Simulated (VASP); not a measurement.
Write the native input for VASP 6.6.1 that does the following.

```
Task                   : single point
Functional             : LDA
Potentials or basis    : VASP PAW LDA potentials, release 64 (Co_sv, Ti_sv)
Cutoff                 : 690 eV
k mesh                 : 7 × 7 × 7
Occupations            : gaussian, width 0.05 eV
Spin                   : collinear spin, ferromagnetic start
Starting moments       : [2.0, 1.0] μB
Dipole correction      : no
Further INCAR settings : ALGO = Normal; EDIFF = 1e-06; NBANDS = 26
```

The structure of TiCo lies in POSCAR:

```
TiCo
1.0
    2.9861109900      0.0000000000      0.0000000000
    0.0000000000      2.9861109900      0.0000000000
    0.0000000000      0.0000000000      2.9861109900
Co Ti
1 1
Direct
    0.5055210000      0.5022710000      0.4966010000
    0.0047930000     -0.0085480000     -0.0036040000
```

The input as run:

INCAR

```
SYSTEM = TiCo
ALGO     = Normal         ! electronic algorithm
EDIFF    = 1E-6           ! SCF threshold, eV
ENCUT    = 690            ! plane-wave cutoff, eV
GGA      = CA             ! functional
GGA_COMPAT= .FALSE.      
ISIF     = 2              ! what is computed and relaxed
ISMEAR   = 0              ! smearing method
ISPIN    = 2              ! spin polarisation
LASPH    = .TRUE.         ! aspherical terms in the spheres
LCHARG   = .TRUE.         ! write CHGCAR
LELF     = .TRUE.         ! ELF
LMAXMIX  = 4              ! l up to which the mixer works
LORBIT   = 11             ! projections on sites
LREAL    = .FALSE.        ! projectors in reciprocal space
LVHAR    = .TRUE.       
LWAVE    = .FALSE.        ! write WAVECAR
MAGMOM   = 2 1            ! initial moments
NBANDS   = 26             ! bands
NELM     = 200            ! most SCF steps
PREC     = Accurate       ! precision mode
SIGMA    = 0.05           ! smearing width, eV
```

KPOINTS

```
k-points
0
G
  7 7 7
  0 0 0
```

Potentials or basis: VASP PAW LDA potentials, release 64 (Co_sv, Ti_sv).

Command:

```console
$ cat potpaw_LDA.64/Co_sv/POTCAR potpaw_LDA.64/Ti_sv/POTCAR > POTCAR
$ mpirun -np 1 vasp_std > vasp.out
```

Results of the run:

```json
{
 "Pressure": "-14.7 GPa",
 "Largest force": "0.121 eV/Å",
 "Net moment": "0.62 μB per cell",
 "Site moments": "Co +0.63; Ti -0.01 μB",
 "Valence electrons inside the program's atomic spheres": "Co 15.13; Ti 10.31"
}
```

Caveat: the cell stands under tension.

Wall time 6.5 min on 1 thread of Intel(R) Xeon(R) Platinum 8259CL CPU @ 2.50GHz (Skylake/Cascade Lake) (shared host), peak memory 0.36 GiB.
